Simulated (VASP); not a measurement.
# Ta3N (P-3m1) in VASP: notebook, part 2 of 2

VASP 6.6.1.

## (3) Single point, PBE+U

POSCAR

```
Ta3N
1.0
    3.0322239879      0.0000000000      0.0000000000
   -1.5161119940      2.6259830035      0.0000000000
    0.0000000000      0.0000000000      7.5241370000
Ta N
3 1
Direct
    0.6666666667      0.3333333333      0.8260700000
    0.3333333333      0.6666666667      0.1739300000
    0.0000000000      0.0000000000      0.5000000000
    0.0000000000      0.0000000000      0.0000000000
```

INCAR.step1

```
SYSTEM = Ta3N
PREC = Accurate
ENCUT = 520
EDIFF = 1E-6
ISMEAR = -1
SIGMA = 0.05
LREAL = .False.
LASPH = .True.
NELM = 200
ALGO = Normal
ISIF = 2
LWAVE = .False.
LCHARG = .True.
LMAXMIX = 4
LDAU = .True.
LDAUTYPE = 2
LDAUL = 2 -1
LDAUU = 4 0
LDAUJ = 0 0
LDAUPRINT = 1
GGA = PE
NBANDS = 30
GGA_COMPAT = .False.
NEDOS = 2001
LORBIT = 11
```

KPOINTS.step1

```
Automatic mesh
0
Gamma
  10 10 4
  0 0 0
```

INCAR.step2

```
SYSTEM = Ta3N
PREC = Accurate
ENCUT = 520
EDIFF = 1E-6
ISMEAR = -5
SIGMA = 0.05
LREAL = .False.
LASPH = .True.
NELM = 200
ALGO = Normal
ISIF = 2
LWAVE = .False.
LCHARG = .False.
LMAXMIX = 4
LDAU = .True.
LDAUTYPE = 2
LDAUL = 2 -1
LDAUU = 4 0
LDAUJ = 0 0
LDAUPRINT = 1
GGA = PE
LORBIT = 11
NBANDS = 30
NEDOS = 2001
ICHARG = 11
GGA_COMPAT = .False.
```

KPOINTS.step2

```
Automatic mesh
0
Gamma
  15 15 6
  0 0 0
```

Potentials or basis: VASP PAW PBE potentials, release 64 (Ta_sv_GW, N).

Launch:

```
$ cat potpaw_PBE.64/Ta_sv_GW/POTCAR potpaw_PBE.64/N/POTCAR > POTCAR
$ cp INCAR.step1 INCAR
$ cp KPOINTS.step1 KPOINTS
$ mpirun -np 1 vasp_std > vasp.out
$ cp INCAR.step2 INCAR
$ cp KPOINTS.step2 KPOINTS
$ mpirun -np 1 vasp_std > vasp.out
```

OUTCAR:

```text
SYSTEM = Ta3N
   PREC = Accurate
   ENCUT = 520
   EDIFF = 1E-6
   ISMEAR = -5
   LREAL = .False.
   LASPH = .True.
   NELM = 200
   ISIF = 2
   GGA = PE
   LORBIT = 11
   ICHARG = 11

 ion  position               nearest neighbor table
   1  0.667  0.333  0.826-   4 2.19   4 2.19   4 2.19   3 3.01   3 3.01   3 3.01   2 3.15   2 3.15
                             2 3.15
   2  0.333  0.667  0.174-   4 2.19   4 2.19   4 2.19   3 3.01   3 3.01   3 3.01   1 3.15   1 3.15
                             1 3.15
   3  0.000  0.000  0.500-   1 3.01   2 3.01   1 3.01   2 3.01   1 3.01   2 3.01
   4  0.000  0.000  0.000-   1 2.19   2 2.19   1 2.19   2 2.19   1 2.19   2 2.19

  LATTYP: Found a hexagonal cell.
 ALAT       =     3.0322239879
 C/A-ratio  =     2.4813922158

  Lattice vectors:

 A1 = (   3.0322239879,   0.0000000000,   0.0000000000)
 A2 = (  -1.5161119940,   2.6259830035,   0.0000000000)
 A3 = (   0.0000000000,   0.0000000000,   7.5241370000)

Analysis of symmetry for initial positions (statically):
[... 291 lines left out ...]
      1     -57.5323      2.00000
      2     -57.5066      2.00000
      3     -57.0056      2.00000
      4     -24.2579      2.00000
      5     -23.9872      2.00000
      6     -23.6644      2.00000
[... 781 lines left out ...]
     29      16.3998      0.00000
     30      16.7565      0.00000

 [... further k-points ...]

------------------------ aborting loop because EDIFF is reached ----------------------------------------

  FORCE on cell =-STRESS in cart. coord.  units (eV):
  Direction    XX          YY          ZZ          XY          YZ          ZX
  --------------------------------------------------------------------------------------
  -------------------------------------------------------------------------------------
  Total        3.8661894      3.8661894      4.7173658     -0.0000000      0.0000000      0.0000000
  in kB      103.3912583    103.3912583    126.1537750     -0.0000000      0.0000000      0.0000000
  external PRESSURE =     110.9787639 kB  Pullay stress =       0.0000000 kB

 VOLUME and BASIS-vectors are now :
 -----------------------------------------------------------------------------
  energy-cutoff  :      520.00
  volume of cell :       59.91
      direct lattice vectors                 reciprocal lattice vectors
     3.032223988  0.000000000  0.000000000     0.329790940  0.190404888  0.000000000
    -1.516111994  2.625983004  0.000000000     0.000000000  0.380809776  0.000000000
     0.000000000  0.000000000  7.524137000     0.000000000  0.000000000  0.132905608

 POSITION                                       TOTAL-FORCE (eV/Angst)
 -----------------------------------------------------------------------------------
      1.51611      0.87533      6.21546        -0.000000     -0.000000     -0.338638
     -0.00000      1.75066      1.30867         0.000000      0.000000      0.338638
      0.00000      0.00000      3.76207         0.000000      0.000000      0.000000
      0.00000      0.00000      0.00000         0.000000      0.000000      0.000000
 -----------------------------------------------------------------------------------
    total drift:                                0.000000      0.000000      0.000000

  FREE ENERGIE OF THE ION-ELECTRON SYSTEM (eV)
  ---------------------------------------------------
  free  energy   TOTEN  =       -42.8216088542 eV

  energy  without entropy=      -42.8216088542  energy(sigma->0) =      -42.82160885

 total charge

# of ion       s       p       d       f       tot
--------------------------------------------------
    1        3.352   6.059   2.143   0.075  11.629
    2        3.352   6.059   2.143   0.075  11.629
    3        3.571   6.057   1.981   0.026  11.635
    4        1.240   2.557   0.000   0.000   3.797
--------------------------------------------------
tot         11.515  20.733   6.267   0.175  38.690
```

OUTCAR.step1:

```text
SYSTEM = Ta3N
   PREC = Accurate
   ENCUT = 520
   EDIFF = 1E-6
   ISMEAR = -1
   LREAL = .False.
   LASPH = .True.
   NELM = 200
   ISIF = 2
[... 1130 lines left out ...]

  FREE ENERGIE OF THE ION-ELECTRON SYSTEM (eV)
  ---------------------------------------------------
  free  energy   TOTEN  =       -42.8332942066 eV

  energy  without entropy=      -42.8088058876  energy(sigma->0) =      -42.82105005

 total charge

# of ion       s       p       d       f       tot
--------------------------------------------------
    1        3.351   6.059   2.146   0.075  11.631
    2        3.351   6.059   2.146   0.075  11.631
    3        3.569   6.056   1.991   0.026  11.641
    4        1.240   2.554   0.000   0.000   3.794
--------------------------------------------------
tot         11.512  20.728   6.283   0.175  38.697
```

OSZICAR.step1:

```text
N       E                     dE             d eps       ncg     rms          rms(c)
DAV:   1     0.398589083904E+03    0.39859E+03   -0.27727E+04  3032   0.147E+03
DAV:   2    -0.201623852528E+02   -0.41875E+03   -0.40799E+03  3694   0.406E+02
DAV:   3    -0.484223484150E+02   -0.28260E+02   -0.27957E+02  4182   0.963E+01
DAV:   4    -0.489063832908E+02   -0.48403E+00   -0.48276E+00  3722   0.132E+01
DAV:   5    -0.489173149683E+02   -0.10932E-01   -0.10927E-01  4182   0.170E+00    0.128E+02
DAV:   6    -0.433765166769E+02    0.55408E+01   -0.22448E+01  3820   0.231E+01    0.116E+02
DAV:   7    -0.433856947658E+02   -0.91781E-02   -0.94778E+00  3926   0.145E+01    0.495E+00
DAV:   8    -0.433355179545E+02    0.50177E-01   -0.10449E+01  4076   0.977E+00    0.213E+01
DAV:   9    -0.428570578755E+02    0.47846E+00   -0.21744E+00  3914   0.456E+00    0.244E+01
DAV:  10    -0.428352086776E+02    0.21849E-01   -0.18155E-01  3840   0.208E+00    0.613E+00
DAV:  11    -0.428352784269E+02   -0.69749E-04   -0.13633E-02  4010   0.860E-01    0.118E+01
DAV:  12    -0.428340777492E+02    0.12007E-02   -0.71684E-03  4136   0.444E-01    0.997E+00
DAV:  13    -0.428333396123E+02    0.73814E-03   -0.36964E-03  3862   0.358E-01    0.192E+00
DAV:  14    -0.428333093111E+02    0.30301E-04   -0.42801E-04  3728   0.103E-01    0.105E+00
DAV:  15    -0.428333130515E+02   -0.37404E-05   -0.56517E-05  3998   0.396E-02    0.187E+00
DAV:  16    -0.428332957412E+02    0.17310E-04   -0.52422E-05  3390   0.433E-02    0.593E-01
DAV:  17    -0.428332942661E+02    0.14751E-05   -0.16916E-05  3788   0.203E-02    0.922E-02
DAV:  18    -0.428332942066E+02    0.59460E-07   -0.83124E-07  2236   0.543E-03
   1 F= -.42833294E+02 E0= -.42821050E+02  d E =-.244883E-01
```

Wall time 1.7 min (1 thread of Intel Xeon 6975P-C (Granite Rapids), shared host); peak memory 0.34 GiB.

What came out:

```
Valence electrons inside the program's atomic spheres : Ta 11.63; N 3.80
```

Eigenvalues of the final occupation matrices:
```csv
site,spin,trace,eigenvalues
site 1 d,1,1.09,0.20 0.20 0.23 0.23 0.24
site 1 d,2,1.09,0.20 0.20 0.23 0.23 0.24
site 2 d,1,1.09,0.20 0.20 0.23 0.23 0.24
site 2 d,2,1.09,0.20 0.20 0.23 0.23 0.24
site 3 d,1,1.01,0.14 0.14 0.23 0.23 0.27
site 3 d,2,1.01,0.14 0.14 0.23 0.23 0.27
```

Caveat: spin-orbit coupling is left out, which moves the levels of the heavy elements; U without spin polarisation on a metal has little footing.
